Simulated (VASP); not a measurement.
# BN (P6_3/mmc) in VASP: notebook

Runs on BN. Level: PBEsol. Tasks: vibrations by perturbation theory.

Everything below comes from runs of VASP 6.6.1. Logs are shortened: lines on timing, memory, paths and dates and some standing lists are left out, and cuts for length are marked.

**1. The cell of the first run**

Symmetry: P6_3/mmc, No. 194, hexagonal system. Conventional cell: a = 2.480 Å, b = 2.480 Å, c = 5.456 Å, α = 90.00°, β = 90.00°, γ = 120.00°. Within 1.9 Å of B (site symmetry -6m2) lie 3 N at 1.43 Å. N (site symmetry -6m2) has 3 B at 1.43 Å within 1.9 Å.

**2. Vibrations by perturbation theory, PBEsol**

Input file INCAR:

```
SYSTEM = BN
  PREC = Accurate
  ENCUT = 520
  EDIFF = 1E-8
  ISMEAR = 0
  SIGMA = 0.01
  LREAL = .False.
  LASPH = .True.
  NELM = 100
  ALGO = Normal
  ISIF = 2
  LWAVE = .False.
  LCHARG = .False.
  GGA = PS
  IBRION = 8
  NSW = 1
  LEPSILON = .True.
```

Input file KPOINTS:

```
Automatic mesh
0
Gamma
  12 12 4
  0 0 0
```

Input file POSCAR:

```
BN
1.0
    2.4801602610      0.0000000000      0.0000000000
   -1.2400801305      2.1478817915      0.0000000000
    0.0000000000      0.0000000000      5.4562130883
B N
2 2
Direct
    0.3333333333      0.6666666667      0.2500000000
    0.6666666667      0.3333333333      0.7500000000
    0.3333333333      0.6666666667      0.7500000000
    0.6666666667      0.3333333333      0.2500000000
```

Potentials or basis: VASP PAW PBE potentials, release 64 (B, N).

Launch:

```sh
cat potpaw_PBE.64/B/POTCAR potpaw_PBE.64/N/POTCAR > POTCAR
mpirun -np 1 vasp_std > vasp.out
```

OUTCAR:

```text
SYSTEM = BN
   PREC = Accurate
   ENCUT = 520
   EDIFF = 1E-8
   ISMEAR = 0
   LREAL = .False.
   LASPH = .True.
   NELM = 100
   ISIF = 2
   GGA = PS
   IBRION = 8
   NSW = 1
   LEPSILON = .True.

 ion  position               nearest neighbor table
   1  0.333  0.667  0.250-   4 1.43   4 1.43   4 1.43
   2  0.667  0.333  0.750-   3 1.43   3 1.43   3 1.43
   3  0.333  0.667  0.750-   2 1.43   2 1.43   2 1.43
   4  0.667  0.333  0.250-   1 1.43   1 1.43   1 1.43

  LATTYP: Found a hexagonal cell.
 ALAT       =     2.4801602610
 C/A-ratio  =     2.1999437593

  Lattice vectors:

 A1 = (   2.4801602610,   0.0000000000,   0.0000000000)
 A2 = (  -1.2400801305,   2.1478817915,   0.0000000000)
 A3 = (   0.0000000000,   0.0000000000,   5.4562130883)

Analysis of symmetry for initial positions (statically):
=====================================================================
 Subroutine PRICEL returns:
 Original cell was already a primitive cell.

 Routine SETGRP: Setting up the symmetry group for a
 hexagonal supercell.

 Subroutine GETGRP returns: Found 24 space group operations
 (whereof 12 operations were pure point group operations)
 out of a pool of 24 trial point group operations.

The static configuration has the point symmetry D_3d.
 The point group associated with its full space group is D_6h.

Analysis of symmetry for dynamics (positions and initial velocities):
=====================================================================
 Subroutine PRICEL returns:
 Original cell was already a primitive cell.

 Routine SETGRP: Setting up the symmetry group for a
 hexagonal supercell.

 Subroutine GETGRP returns: Found 24 space group operations
 (whereof 12 operations were pure point group operations)
 out of a pool of 24 trial point group operations.

[... 631 lines left out ...]
 ---------------------------------------------------------------------------------
 ion    1
    1     2.71798     0.00000     0.00000
    2     0.00000     2.71798     0.00000
    3     0.00000     0.00000     1.49430
 ion    2
    1     2.71798     0.00000     0.00000
    2     0.00000     2.71798     0.00000
    3     0.00000     0.00000     1.49430
 ion    3
    1    -2.71798     0.00000     0.00000
    2     0.00000    -2.71798     0.00000
    3     0.00000     0.00000    -1.49430
 ion    4
    1    -2.71798     0.00000     0.00000
    2     0.00000    -2.71798     0.00000
    3    -0.00000    -0.00000    -1.49430

 INTERNAL STRAIN TENSOR FOR ION    4 for displacements in x,y,z  (eV/Angst):
          X           Y           Z          XY          YZ          ZX
  --------------------------------------------------------------------------------
  x    -0.00000     0.00000     0.00000    16.42130     0.00000     0.00000
  y    16.42130   -16.42130     0.00000     0.00000     0.00000     0.00000
  z     0.00000    -0.00000     0.00000     0.00000     0.00000     0.00000

 SECOND DERIVATIVES (NOT SYMMETRIZED)
 ------------------------------------
               1X          1Y          1Z          2X          2Y          2Z          3X          3Y          3Z          4X          4Y          4Z
  1X   -44.658054    0.000000    0.000000    0.058969    0.000000    0.000000   -0.086423    0.000000    0.000000   44.685509    0.000000    0.000000
  1Y     0.000000  -44.658054    0.000000    0.000000    0.058969    0.000000    0.000000   -0.086423    0.000000    0.000000   44.685509    0.000000
  1Z     0.000000    0.000000  -11.016486   -0.000000    0.000000    2.831501   -0.000000    0.000000   -1.931606    0.000000    0.000000   10.116591
  2X     0.058969    0.000000    0.000000  -44.658054    0.000000    0.000000   44.685509    0.000000    0.000000   -0.086423    0.000000    0.000000
  2Y     0.000000    0.058969    0.000000    0.000000  -44.658054    0.000000    0.000000   44.685509    0.000000    0.000000   -0.086423    0.000000
  2Z    -0.000000    0.000000    2.831501    0.000000    0.000000  -11.016486    0.000000    0.000000   10.116591   -0.000000    0.000000   -1.931606
  3X    -0.080754    0.000000    0.000000   44.689015    0.000000    0.000000  -45.305760    0.000000    0.000000    0.697499    0.000000    0.000000
  3Y     0.000000   -0.080754    0.000000    0.000000   44.689015    0.000000    0.000000  -45.305760    0.000000    0.000000    0.697499    0.000000
  3Z     0.000000    0.000000   -1.884535    0.000000    0.000000   10.067255    0.000000    0.000000  -12.597010    0.000000   -0.000000    4.414290
  4X    44.689015    0.000000    0.000000   -0.080754    0.000000    0.000000    0.697499    0.000000    0.000000  -45.305760    0.000000    0.000000
  4Y     0.000000   44.689015    0.000000    0.000000   -0.080754    0.000000    0.000000    0.697499    0.000000    0.000000  -45.305760    0.000000
  4Z     0.000000    0.000000   10.067255    0.000000    0.000000   -1.884535    0.000000   -0.000000    4.414290    0.000000    0.000000  -12.597010

 Eigenvectors and eigenvalues of the dynamical matrix
 ----------------------------------------------------

   1 f  =   42.454576 THz   266.749967 2PiTHz 1416.132218 cm-1   175.577939 meV
             X         Y         Z           dx          dy          dz
     -0.000000  1.431921  1.364053     0.000000    0.528222   -0.000000
      1.240080  0.715961  4.092160    -0.000000   -0.528222    0.000000
     -0.000000  1.431921  4.092160     0.000000    0.470087   -0.000000
      1.240080  0.715961  1.364053    -0.000000   -0.470087   -0.000000
[... 71 lines left out ...]
  12 f/i=    0.002156 THz     0.013546 2PiTHz    0.071914 cm-1     0.008916 meV
             X         Y         Z           dx          dy          dz
     -0.000000  1.431921  1.364053     0.465060   -0.040030   -0.000000
      1.240080  0.715961  4.092160     0.465060   -0.040030   -0.000000
     -0.000000  1.431921  4.092160     0.529190   -0.045550   -0.000000
      1.240080  0.715961  1.364053     0.529190   -0.045550   -0.000000

--------------------------------------------------------------------------------------------------------

 MACROSCOPIC STATIC DIELECTRIC TENSOR IONIC CONTRIBUTION
 ------------------------------------------------------
           2.062225    -0.000000     0.000000
          -0.000000     2.062225     0.000000
           0.000000     0.000000     3.397304
 ------------------------------------------------------

 ELASTIC MODULI CONTR FROM IONIC RELAXATION (kBar)
 Direction    XX          YY          ZZ          XY          YZ          ZX
 --------------------------------------------------------------------------------
 XX        -721.5952    721.5952     -0.0000     -0.0000      0.0000      0.0000
 YY         721.5952   -721.5952      0.0000      0.0000     -0.0000      0.0000
 ZZ          -0.0000      0.0000     -0.0000     -0.0000     -0.0000      0.0000
 XY          -0.0000      0.0000     -0.0000   -721.5952     -0.0000      0.0000
 YZ           0.0000     -0.0000     -0.0000     -0.0000     -0.0000      0.0000
 ZX           0.0000      0.0000      0.0000      0.0000      0.0000      0.0000
 --------------------------------------------------------------------------------

 PIEZOELECTRIC TENSOR IONIC CONTR  for field in x, y, z        (C/m^2)
          XX          YY          ZZ          XY          YZ          ZX
  --------------------------------------------------------------------------------
  x    -0.00000     0.00000    -0.00000    -0.00000    -0.00000     0.00000
  y    -0.00000    -0.00000    -0.00000     0.00000    -0.00000     0.00000
  z    -0.00000     0.00000     0.00000    -0.00000     0.00000     0.00000
```

Wall time 6 min (1 thread of Intel Xeon Platinum 8488C (Sapphire Rapids), shared host); peak memory 0.31 GiB.

Results:

```
Electronic dielectric tensor (diagonal)                 : 5.44, 5.44, 4.37
Born charges (mean of the diagonal)                     : B +2.31; N -2.31 e
Highest phonon frequency at Γ, LO-TO splitting left out : 1416 cm⁻¹
```

Phonon frequencies in cm⁻¹ (negative: imaginary):
| q point | frequencies |
| --- | --- |
| (0.000, 0.000, 0.000) | 0 0 0 113 113 272 604 778 1410 1410 1416 1416 |

Electronic dielectric tensor:
```
5.44 0.00 0.00
0.00 5.44 0.00
0.00 0.00 4.37
```

Born effective charge tensors (e):
atom 1, B
```
2.72 0.00 0.00
0.00 2.72 0.00
0.00 0.00 1.49
```
atom 2, B
```
2.72 0.00 0.00
0.00 2.72 0.00
0.00 0.00 1.49
```
atom 3, N
```
-2.72  0.00  0.00
 0.00 -2.72  0.00
 0.00  0.00 -1.49
```
atom 4, N
```
-2.72  0.00  0.00
 0.00 -2.72  0.00
 0.00  0.00 -1.49
```

Caveat: the cell stands under pressure or tension, which shifts response properties.

(Part 1 of 2 ends here.)
